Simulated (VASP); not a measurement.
# Cu (I4/mmm) in VASP: notebook, part 2 of 2

VASP 6.6.1.

### Step 3. Single point, PBE (13.92 Å³/atom)

INCAR reads:

```
ALGO = Fast ; EDIFF = 1E-7
ENCUT = 520 ; GGA = PE
ISIF = 2 ; ISMEAR = 0
LASPH = True ; LCHARG = True
LELF = True ; LREAL = False
LVHAR = True ; LWAVE = False
NBANDS = 12 ; NELM = 60
PREC = Accurate ; SIGMA = 0.15
```

KPOINTS reads:

```
k-points
0
Gamma
  24 24 24
```

POSCAR reads:

```
Cu
1.0
   -1.5070312054      1.5070312054      1.5320479235
    1.5070312054     -1.5070312054      1.5320479235
    1.5070312054      1.5070312054     -1.5320479235
Cu
1
Direct
    0.0000000000      0.0000000000      0.0000000000
```

Potentials or basis: VASP PAW PBE potentials, release 64 (Cu).

Launch:

```bash
cat potpaw_PBE.64/Cu/POTCAR > POTCAR
mpirun -np 1 vasp_std > vasp.out
```

Run time: 4.8 min. Hardware: 1 thread of Intel Xeon Platinum 8259CL at 2.50GHz (Skylake/Cascade Lake), shared host; peak memory 0.27 GiB.

Results (log left out):

```
Free energy            : -3.6030 eV
Pressure               : -13.5 GPa
Band gap on the k mesh : zero (an odd number of electrons rules out a gap without spin polarisation)
```

Stress tensor (GPa, compression positive):
```
-13.60   0.00   0.00
  0.00 -13.60   0.00
  0.00   0.00 -13.33
```

Levels at points of the mesh, in eV from the Fermi level:
| k point | band 2 | band 3 | band 4 | band 5 | band 6 | band 7 | band 8 | band 9 | band 10 | band 11 |
| --- | --- | --- | --- | --- | --- | --- | --- | --- | --- | --- |
| (0.00, 0.00, 0.00) | -2.65 | -2.65 | -2.60 | -1.87 | -1.82 | 23.26 | 23.54 | 23.54 | 24.62 | 24.98 |
| (0.50, 0.00, 0.00) | -3.16 | -1.90 | -1.76 | -1.28 | -0.22 | 3.48 | 15.75 | 16.28 | 19.56 | 21.70 |
| (0.50, 0.50, 0.00) | -3.22 | -1.85 | -1.75 | -1.27 | -0.12 | 3.63 | 15.35 | 15.87 | 19.21 | 21.34 |
| (0.50, 0.50, 0.50) | -3.78 | -1.42 | -1.40 | -1.40 | 7.15 | 7.69 | 7.69 | 12.20 | 12.58 | 13.22 |

Caveat: the cell stands under tension.

### Step 4. Single point, PBE (10.08 Å³/atom)

This run uses another cell than the first one, of 10.08 Å³/atom.

INCAR reads:

```
PREC = Accurate ; ENCUT = 520
EDIFF = 1E-7 ; ISMEAR = 0
SIGMA = 0.15 ; LREAL = False
LASPH = True ; NELM = 80
ALGO = Normal ; ISIF = 2
LWAVE = False ; LCHARG = True
GGA = PE ; LELF = True
LVHAR = True ; NBANDS = 12
```

KPOINTS reads:

```
Automatic mesh
0
Gamma
  24 24 24
```

POSCAR reads:

```
Cu
1.0
   -1.3716029234      1.3716029234      1.3393702547
    1.3716029234     -1.3716029234      1.3393702547
    1.3716029234      1.3716029234     -1.3393702547
Cu
1
Direct
    0.0000000000      0.0000000000      0.0000000000
```

Potentials or basis: VASP PAW PBE potentials, release 64 (Cu).

Launch:

```bash
cat potpaw_PBE.64/Cu/POTCAR > POTCAR
mpirun -np 1 vasp_std > vasp.out
```

OUTCAR:

```text
PREC = Accurate
   ENCUT = 520
   EDIFF = 1E-7
   ISMEAR = 0
   LREAL = False
   LASPH = True
   NELM = 80
   ISIF = 2
   GGA = PE

 ion  position               nearest neighbor table
   1  0.000  0.000  0.000-

  LATTYP: Found a body centered tetragonal cell.
 ALAT       =     2.7432058468
 C/A-ratio  =     0.9765000000

  Lattice vectors:

 A1 = (  -1.3716029234,   1.3716029234,   1.3393702547)
 A2 = (   1.3716029234,  -1.3716029234,   1.3393702547)
 A3 = (   1.3716029234,   1.3716029234,  -1.3393702547)

Analysis of symmetry for initial positions (statically):
=====================================================================
 Subroutine PRICEL returns:
 Original cell was already a primitive cell.

 Routine SETGRP: Setting up the symmetry group for a
 body centered tetragonal supercell.

 Subroutine GETGRP returns: Found 16 space group operations
 (whereof 16 operations were pure point group operations)
 out of a pool of 16 trial point group operations.

The static configuration has the point symmetry D_4h.

Analysis of symmetry for dynamics (positions and initial velocities):
[... 161 lines left out ...]
 cond. band min:       9.7713445386   @ k =  -0.2500  -0.3333   0.2083
 fundamental gap:      0.0031158019
 Fermi energy:         9.7695841734

 k-point     1 :       0.0000    0.0000    0.0000
  band No.  band energies     occupation
      1      -0.8978      2.00000
      2       5.9907      2.00000
      3       6.1076      2.00000
      4       6.1076      2.00000
      5       7.2757      2.00000
      6       7.3996      2.00000
      7      36.1034      0.00000
      8      36.1034      0.00000
      9      36.7219      0.00000
     10      40.9878      0.00000
     11      41.4832      0.00000
     12      41.9476      0.00000
[... 331 lines left out ...]
 k-point    24 :       0.4583    0.0417    0.0000
  band No.  band energies     occupation
      1       3.7288      2.00000
      2       5.1192      2.00000
      3       7.2905      2.00000
      4       7.4487      2.00000
      5       8.0298      2.00000
      6       9.0890      2.00000
      7      15.2500      0.00000
      8      27.8340      0.00000
      9      28.8900      0.00000
     10      33.4403      0.00000
     11      37.1640      0.00000
     12      45.8649      0.00000

 [... further k-points ...]
[... 5 lines left out ...]
  --------------------------------------------------------------------------------------
  -------------------------------------------------------------------------------------
  Total        2.3973490      2.3973490      2.4085415      0.0000000      0.0000000      0.0000000
  in kB      381.0872365    381.0872365    382.8664099      0.0000000      0.0000000      0.0000000
  external PRESSURE =     381.6802943 kB  Pullay stress =       0.0000000 kB

 VOLUME and BASIS-vectors are now :
 -----------------------------------------------------------------------------
  energy-cutoff  :      520.00
  volume of cell :       10.08
      direct lattice vectors                 reciprocal lattice vectors
    -1.371602923  1.371602923  1.339370255     0.000000000  0.364536989  0.373309769
     1.371602923 -1.371602923  1.339370255     0.364536989  0.000000000  0.373309769
     1.371602923  1.371602923 -1.339370255     0.364536989  0.364536989  0.000000000

 POSITION                                       TOTAL-FORCE (eV/Angst)
 -----------------------------------------------------------------------------------
      0.00000      0.00000      0.00000         0.000000     -0.000000      0.000000
 -----------------------------------------------------------------------------------
    total drift:                                0.000000      0.000000      0.000000

  FREE ENERGIE OF THE ION-ELECTRON SYSTEM (eV)
  ---------------------------------------------------
  free  energy   TOTEN  =        -3.4955985604 eV

  energy  without entropy=       -3.4918246548  energy(sigma->0) =       -3.49371161
```

OSZICAR:

```text
N       E                     dE             d eps       ncg     rms          rms(c)
DAV:   1     0.413021350962E+02    0.41302E+02   -0.53766E+03 29144   0.161E+03
DAV:   2    -0.320655127356E+01   -0.44509E+02   -0.41091E+02 26416   0.209E+02
DAV:   3    -0.442579453393E+01   -0.12192E+01   -0.12141E+01 29156   0.388E+01
DAV:   4    -0.443246655806E+01   -0.66720E-02   -0.66711E-02 28624   0.256E+00
DAV:   5    -0.443252228633E+01   -0.55728E-04   -0.55728E-04 29576   0.237E-01    0.769E+00
DAV:   6    -0.374087398052E+01    0.69165E+00   -0.11202E+01 29740   0.672E+01    0.277E+00
DAV:   7    -0.351509112179E+01    0.22578E+00   -0.14649E+00 29948   0.240E+01    0.791E-01
DAV:   8    -0.349589986803E+01    0.19191E-01   -0.13454E-02 36144   0.138E+00    0.125E-01
DAV:   9    -0.349559307601E+01    0.30679E-03   -0.16736E-03 33820   0.712E-01    0.262E-02
DAV:  10    -0.349560055543E+01   -0.74794E-05   -0.24804E-05 34772   0.742E-02    0.646E-03
DAV:  11    -0.349559868222E+01    0.18732E-05   -0.65625E-07 31204   0.157E-02    0.865E-04
DAV:  12    -0.349559851119E+01    0.17103E-06   -0.34885E-08 16068   0.277E-03    0.132E-04
DAV:  13    -0.349559856040E+01   -0.49203E-07   -0.33067E-09 13860   0.901E-04
   1 F= -.34955986E+01 E0= -.34937116E+01  d E =-.377391E-02
```

stdout:

```text
POSCAR found type information on POSCAR Cu
 POSCAR found :  1 types and       1 ions
 scaLAPACK will be used
 LDA part: xc-table for (Slater+PW92), standard interpolation
 POSCAR, INCAR and KPOINTS ok, starting setup
 FFT: planning ... GRIDC
 FFT: planning ... GRID_SOFT
 FFT: planning ... GRID
 WAVECAR not read
 entering main loop
```

It took 3 min on 1 thread of Intel Xeon Platinum 8259CL at 2.50GHz (Skylake/Cascade Lake), shared host; peak memory 0.22 GiB.

What came out:

```
Free energy            : -3.4956 eV
Pressure               : 38.2 GPa
Band gap on the k mesh : zero (an odd number of electrons rules out a gap without spin polarisation)
```

Caveat: the cell stands under pressure.

### Step 5. Single point, PBE (10.08 Å³/atom)

This run uses another cell than the first one, of 10.08 Å³/atom.

INCAR reads:

```
SYSTEM = Cu
PREC     = Accurate       ! precision mode
ENCUT    = 520            ! plane-wave cutoff, eV
EDIFF    = 1E-7           ! SCF threshold, eV
ISMEAR   = 0              ! smearing method
SIGMA    = 0.15           ! smearing width, eV
LREAL    = .FALSE.        ! projectors in reciprocal space
LASPH    = .TRUE.         ! aspherical terms in the spheres
NELM     = 100            ! most SCF steps
ALGO     = Fast           ! electronic algorithm
ISIF     = 2              ! what is computed and relaxed
LWAVE    = .FALSE.        ! write WAVECAR
LCHARG   = .FALSE.        ! write CHGCAR
GGA      = PE             ! functional
NBANDS   = 12             ! bands
```

KPOINTS reads:

```
Automatic mesh
0
G
  24 24 24
  0 0 0
```

POSCAR reads:

```
Cu
1.0
   -1.3353124121      1.3353124121      1.4131611257
    1.3353124121     -1.3353124121      1.4131611257
    1.3353124121      1.3353124121     -1.4131611257
Cu
1
Direct
    0.0000000000      0.0000000000      0.0000000000
```

Launch:

```bash
cat potpaw_PBE.64/Cu/POTCAR > POTCAR
mpirun -np 1 vasp_std > vasp.out
```

Run time: 3.9 min. Hardware: 1 thread of Intel Xeon Platinum 8259CL at 2.50GHz (Skylake/Cascade Lake), shared host; peak memory 0.22 GiB.

The run converged. Its results:

| Quantity | Value |
| --- | --- |
| Free energy | -3.4965 eV |
| Pressure | 38.2 GPa |
| Band gap on the k mesh | zero (an odd number of electrons rules out a gap without spin polarisation) |

Stress tensor (GPa, compression positive):
```
37.85  0.00  0.00
 0.00 37.85  0.00
 0.00  0.00 38.81
```

Levels at points of the mesh, in eV from the Fermi level:
```csv
k point,band 2,band 3,band 4,band 5,band 6,band 7,band 8,band 9,band 10,band 11
"(0.00, 0.00, 0.00)",-3.78,-3.78,-3.52,-2.59,-2.32,25.70,26.90,26.90,30.96,31.26
"(0.50, 0.00, 0.00)",-4.49,-2.64,-2.26,-1.52,-1.21,5.04,19.29,20.26,23.88,27.57
"(0.50, 0.50, 0.00)",-4.83,-2.29,-2.20,-1.47,-0.72,5.69,17.82,18.43,22.44,26.28
"(0.50, 0.50, 0.50)",-5.64,-1.76,-1.69,-1.69,7.39,9.71,9.71,13.97,15.47,19.20
```

Caveat: the cell stands under pressure.

### Step 6. Single point, PBE (10.08 Å³/atom)

This run uses another cell than the first one, of 10.08 Å³/atom.

INCAR reads:

```
SYSTEM = Cu
  PREC = Accurate
  ENCUT = 520
  EDIFF = 1E-7
  ISMEAR = 0
  SIGMA = 0.15
  LREAL = .FALSE.
  LASPH = .TRUE.
  NELM = 60
  ALGO = Fast
  ISIF = 2
  LWAVE = .FALSE.
  LCHARG = .FALSE.
  GGA = PE
  NBANDS = 12
```

KPOINTS reads:

```
regular mesh
0
G
  24 24 24
  0 0 0
```

POSCAR reads:

```
Cu
1.0
   -1.3900968797      1.3900968797      1.3039691503
    1.3900968797     -1.3900968797      1.3039691503
    1.3900968797      1.3900968797     -1.3039691503
Cu
1
Direct
    0.0000000000      0.0000000000      0.0000000000
```

Potentials or basis: VASP PAW PBE potentials, release 64 (Cu).

Launch:

```bash
cat potpaw_PBE.64/Cu/POTCAR > POTCAR
mpirun -np 1 vasp_std > vasp.out
```

Wall time 3.7 min (1 thread of Intel Xeon Platinum 8259CL at 2.50GHz (Skylake/Cascade Lake), shared host); peak memory 0.23 GiB.

Results (log left out):

```yaml
Free_energy: -3.4947 eV
Pressure: 38.3 GPa
Band_gap_on_the_k_mesh: zero (an odd number of electrons rules out a gap without spin polarisation)
```

Stress tensor (GPa, compression positive):
```
37.86  0.00  0.00
 0.00 37.86  0.00
 0.00  0.00 39.06
```

Levels at points of the mesh, in eV from the Fermi level:
```tsv
k point	band 4	band 5	band 6	band 7	band 8	band 9
(0.00, 0.00, 0.00)	-3.58	-2.62	-2.28	25.88	25.88	27.70
(0.50, 0.00, 0.00)	-2.13	-1.48	-0.85	5.52	18.24	18.96
(0.50, 0.50, 0.00)	-2.37	-1.52	-1.41	4.75	19.96	21.11
(0.50, 0.50, 0.50)	-1.73	-1.65	8.04	8.04	10.78	14.13
```

Caveat: the cell stands under pressure.

### Step 7. The runs side by side

```csv
cell,gap on the mesh (eV),pressure (GPa)
"a = 2.627 Å, angles 107.8, 107.8, 112.9°, 1 atom",none,-13.1
"a = 2.625 Å, angles 109.9, 109.9, 108.6°, 1 atom",none,-13.5
"a = 2.357 Å, angles 108.8, 108.8, 110.8°, 1 atom",none,38.2
"a = 2.359 Å, angles 111.0, 111.0, 106.4°, 1 atom",none,38.2
"a = 2.359 Å, angles 107.8, 107.8, 112.9°, 1 atom",none,38.3
```

Alike in all rows: task single point; level PBE; potentials or basis VASP PAW PBE potentials, release 64 (Cu); no spin polarisation; k mesh 24 × 24 × 24; cutoff (eV) 520; smearing gaussian 0.15 eV.

Caveats: the cell stands under pressure (at least some runs); the cell stands under tension (at least some runs).

Absolute energies hang on the potentials; compare differences alone.
